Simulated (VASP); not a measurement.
Here is a VASP 6.6.1 calculation.

Contents of INCAR:

```
ALGO = Normal
EDIFF = 1E-7
ENCUT = 520
GGA = PE
ISIF = 2
ISMEAR = 0
LASPH = True
LCHARG = True
LELF = True
LREAL = False
LVHAR = True
LWAVE = False
NBANDS = 20
NELM = 100
PREC = Accurate
SIGMA = 0.1
```

Contents of KPOINTS:

```
k-points
0
Gamma
  10 10 10
```

Contents of POSCAR:

```
CsAs3
1.0
    0.0000000000      3.7493262409      3.7493262409
    3.7493262409      0.0000000000      3.7493262409
    3.7493262409      3.7493262409      0.0000000000
Cs As
1 3
Direct
    0.0000000000      0.0000000000      0.0000000000
    0.2500000000      0.2500000000      0.2500000000
    0.7500000000      0.7500000000      0.7500000000
    0.5000000000      0.5000000000      0.5000000000
```

Potentials or basis: VASP PAW PBE potentials, release 64 (Cs_sv, As).

Command:

```sh
$ cat potpaw_PBE.64/Cs_sv/POTCAR potpaw_PBE.64/As/POTCAR > POTCAR
$ mpirun -np 1 vasp_std > vasp.out
```

Problem. Estimate the pressure.

Solution. 0.2 GPa.

Problem. Estimate the band gap on the k mesh.

Solution. Zero (bands 12 and 13 overlap by 2.32 eV).

Caveat: spin-orbit coupling is left out, which moves the levels of the heavy elements.
